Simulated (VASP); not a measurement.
# TiO2 (P4_2/mnm) in VASP: further runs, part 2 of 2

VASP 6.6.1.

## (3) Single point, PBE

This run uses another cell than the first one, of the same volume but with other edges.

File INCAR:

```
SYSTEM = TiO2
  PREC = Accurate
  ENCUT = 520
  EDIFF = 1E-7
  ISMEAR = 0
  SIGMA = 0.05
  LREAL = .FALSE.
  LASPH = .TRUE.
  NELM = 60
  ALGO = Normal
  ISIF = 2
  LWAVE = .FALSE.
  LCHARG = .TRUE.
  GGA = PE
  LELF = .TRUE.
  LVHAR = .TRUE.
  NBANDS = 33
```

File KPOINTS:

```
regular mesh
0
G
  6 6 10
  0 0 0
```

File POSCAR:

```
TiO2
1.0
    4.4267000000      0.0000000000      0.0000000000
    0.0000000000      4.4267000000      0.0000000000
    0.0000000000      0.0000000000      3.0429000000
Ti O
2 4
Direct
    0.0000000000      0.0000000000      0.0000000000
    0.5000000000      0.5000000000      0.5000000000
    0.3050970583      0.3050970583      0.0000000000
    0.1949029417      0.8050970583      0.5000000000
    0.6949029417      0.6949029417      0.0000000000
    0.8050970583      0.1949029417      0.5000000000
```

Potentials or basis: VASP PAW PBE potentials, release 64 (Ti_sv, O).

Run with:

```
$ cat potpaw_PBE.64/Ti_sv/POTCAR potpaw_PBE.64/O/POTCAR > POTCAR
$ mpirun -np 1 vasp_std > vasp.out
```

Wall time 47 s (1 thread of Intel Xeon 6975P-C (Granite Rapids), shared host); peak memory 0.23 GiB.

The run converged. Its results:

| Item | Value |
| --- | --- |
| Free energy | -53.3234 eV |
| Pressure | 16.0 GPa |
| Largest force | 0.163 eV/Å |
| Band gap on the k mesh | 1.93 eV, direct |

Forces on the atoms (eV/Å):
```
Ti   0.000  0.000  0.000
Ti   0.000  0.000  0.000
O   -0.115 -0.115  0.000
O    0.115 -0.115  0.000
O    0.115  0.115  0.000
O   -0.115  0.115  0.000
```

Stress tensor (GPa, compression positive):
```
21.09  0.00  0.00
 0.00 21.09  0.00
 0.00  0.00  5.76
```

Levels at points of the mesh, in eV from the valence-band top:
```csv
k point,band 20,band 21,band 22,band 23,band 24,band 25,band 26,band 27,band 28,band 29
"(0.00, 0.00, 0.00)",-2.47,-0.88,-0.39,-0.39,0.00,1.93,2.33,2.37,2.40,2.40
"(0.50, 0.00, 0.00)",-3.11,-2.07,-2.07,-0.80,-0.80,2.68,2.68,3.08,3.08,3.55
"(0.50, 0.50, 0.00)",-2.20,-1.62,-1.62,-0.95,-0.95,2.04,2.04,2.44,2.44,3.83
"(0.00, 0.00, 0.50)",-2.79,-2.47,-2.47,-1.40,-1.40,2.80,2.80,3.18,3.18,3.87
"(0.50, 0.00, 0.50)",-2.53,-2.12,-2.12,-1.11,-1.11,1.96,1.96,2.87,2.87,4.11
"(0.50, 0.50, 0.50)",-2.42,-1.44,-1.44,-0.63,-0.63,2.70,2.70,2.87,2.87,3.36
```

A k mesh can miss the band edges. Expect the measured gap to be larger: semilocal functionals such as PBE lack the derivative discontinuity.

## (4) Single point, PBE

This run uses another cell than the first one, of 10.08 Å³/atom, 1.013 times its volume.

File INCAR:

```
PREC = Accurate
ENCUT = 520
EDIFF = 1E-7
ISMEAR = 0
SIGMA = 0.05
LREAL = F
LASPH = T
NELM = 100
ALGO = Normal
ISIF = 2
LWAVE = F
LCHARG = T
GGA = PE
LELF = T
LVHAR = T
NBANDS = 33
```

File KPOINTS:

```
regular mesh
0
Gamma
  6 6 10
```

Changes to POSCAR since step 3:

```diff
@@ -2,5 +2,5 @@
 1.0
-    4.4267000000      0.0000000000      0.0000000000
-    0.0000000000      4.4267000000      0.0000000000
-    0.0000000000      0.0000000000      3.0429000000
+    4.6433998178      0.0000000000      0.0000000000
+    0.0000000000      4.6433998178      0.0000000000
+    0.0000000000      0.0000000000      2.8058000000
 Ti O
```

Potentials or basis: VASP PAW PBE potentials, release 64 (Ti_sv, O).

Run with:

```
$ cat potpaw_PBE.64/Ti_sv/POTCAR potpaw_PBE.64/O/POTCAR > POTCAR
$ mpirun -np 1 vasp_std > vasp.out
```

OUTCAR:

```text
PREC = Accurate
   ENCUT = 520
   EDIFF = 1E-7
   ISMEAR = 0
   LREAL = F
   LASPH = T
   NELM = 100
   ISIF = 2
   GGA = PE

 ion  position               nearest neighbor table
   1  0.000  0.000  0.000-   4 1.90   6 1.90   4 1.90   6 1.90   5 2.00   3 2.00
   2  0.500  0.500  0.500-   3 1.90   5 1.90   3 1.90   5 1.90   4 2.00   6 2.00
   3  0.305  0.305  0.000-   2 1.90   2 1.90   1 2.00
   4  0.195  0.805  0.500-   1 1.90   1 1.90   2 2.00
   5  0.695  0.695  0.000-   2 1.90   2 1.90   1 2.00
   6  0.805  0.195  0.500-   1 1.90   1 1.90   2 2.00

  LATTYP: Found a simple tetragonal cell.
[... 1072 lines left out ...]
  -------------------------------------------------------------------------------------
  Total        4.0142457      4.0142457     12.3735566      0.0000000      0.0000000      0.0000000
  in kB      106.3128247    106.3128247    327.6998625      0.0000000      0.0000000      0.0000000
  external PRESSURE =     180.1085040 kB  Pullay stress =       0.0000000 kB

 VOLUME and BASIS-vectors are now :
 -----------------------------------------------------------------------------
  energy-cutoff  :      520.00
  volume of cell :       60.50
      direct lattice vectors                 reciprocal lattice vectors
     4.643399818  0.000000000  0.000000000     0.215359443  0.000000000  0.000000000
     0.000000000  4.643399818  0.000000000     0.000000000  0.215359443  0.000000000
     0.000000000  0.000000000  2.805800000     0.000000000  0.000000000  0.356404590

 POSITION                                       TOTAL-FORCE (eV/Angst)
 -----------------------------------------------------------------------------------
      0.00000      0.00000      0.00000         0.000000     -0.000000     -0.000000
      2.32170      2.32170      1.40290         0.000000     -0.000000     -0.000000
      1.41669      1.41669      0.00000        -0.352731     -0.352731     -0.000000
      0.90501      3.73839      1.40290         0.352731     -0.352731     -0.000000
      3.22671      3.22671      0.00000         0.352731      0.352731      0.000000
      3.73839      0.90501      1.40290        -0.352731      0.352731      0.000000
 -----------------------------------------------------------------------------------
    total drift:                               -0.000000      0.000000     -0.000000

  FREE ENERGIE OF THE ION-ELECTRON SYSTEM (eV)
  ---------------------------------------------------
  free  energy   TOTEN  =       -53.3346097733 eV

  energy  without entropy=      -53.3346097733  energy(sigma->0) =      -53.33460977
```

OSZICAR:

```text
N       E                     dE             d eps       ncg     rms          rms(c)
DAV:   1     0.661496412101E+03    0.66150E+03   -0.24151E+04  3960   0.173E+03
DAV:   2     0.290815244204E+02   -0.63241E+03   -0.58554E+03  4290   0.516E+02
DAV:   3    -0.650481667198E+02   -0.94130E+02   -0.92269E+02  5367   0.192E+02
DAV:   4    -0.699296041023E+02   -0.48814E+01   -0.48699E+01  5707   0.412E+01
DAV:   5    -0.701059522639E+02   -0.17635E+00   -0.17633E+00  5242   0.648E+00    0.333E+01
DAV:   6    -0.535104824028E+02    0.16595E+02   -0.70185E+01  5184   0.902E+01    0.108E+01
DAV:   7    -0.535549910235E+02   -0.44509E-01   -0.13152E+01  4777   0.333E+01    0.103E+01
DAV:   8    -0.533818232457E+02    0.17317E+00   -0.54638E-01  4910   0.671E+00    0.704E+00
DAV:   9    -0.533941417532E+02   -0.12319E-01   -0.76868E-01  5169   0.102E+01    0.238E+00
DAV:  10    -0.533422210660E+02    0.51921E-01   -0.29871E-01  4897   0.588E+00    0.830E-01
DAV:  11    -0.533349121000E+02    0.73090E-02   -0.25790E-02  5391   0.114E+00    0.318E-01
DAV:  12    -0.533348624320E+02    0.49668E-04   -0.34342E-03  4338   0.643E-01    0.129E-01
DAV:  13    -0.533346169117E+02    0.24552E-03   -0.71343E-04  4916   0.333E-01    0.215E-02
DAV:  14    -0.533346083435E+02    0.85682E-05   -0.57247E-05  4955   0.615E-02    0.564E-03
DAV:  15    -0.533346094390E+02   -0.10955E-05   -0.27014E-06  5332   0.138E-02    0.361E-03
DAV:  16    -0.533346098287E+02   -0.38963E-06   -0.35782E-07  4379   0.459E-03    0.204E-03
DAV:  17    -0.533346097733E+02    0.55386E-07   -0.24877E-07  3360   0.308E-03
   1 F= -.53334610E+02 E0= -.53334610E+02  d E =-.116956E-27
```

Run time: 49 s. Hardware: 1 thread of Intel Xeon 6975P-C (Granite Rapids), shared host; peak memory 0.23 GiB.

Results:

| Property | Result |
| --- | --- |
| Free energy | -53.3346 eV |
| Pressure | 18.0 GPa |
| Largest force | 0.499 eV/Å |
| Band gap on the k mesh | 2.09 eV, direct |

Forces in eV/Å, atoms in the order of the input:
```
Ti   0.000  0.000  0.000
Ti   0.000  0.000  0.000
O   -0.353 -0.353  0.000
O    0.353 -0.353  0.000
O    0.353  0.353  0.000
O   -0.353  0.353  0.000
```

## (5) Overview

| cell | gap on the mesh (eV) | pressure (GPa) | largest force (eV/Å) |
| --- | --- | --- | --- |
| a = 4.318, b = 4.318, c = 3.201 Å, 6 atoms | 2.07 | 14.5 | 0.15 |
| a = 4.427, b = 4.427, c = 3.043 Å, 6 atoms | 1.93 | 16.0 | 0.16 |
| a = 4.643, b = 4.643, c = 2.806 Å, 6 atoms | 2.09 | 18.0 | 0.50 |

Alike in all rows: task single point; level PBE; potentials or basis VASP PAW PBE potentials, release 64 (Ti_sv, O); no spin polarisation; k mesh 6 × 6 × 10; cutoff (eV) 520; smearing gaussian 0.05 eV.

Total energies depend on the potentials used, so only differences within one code and one set of settings carry meaning.
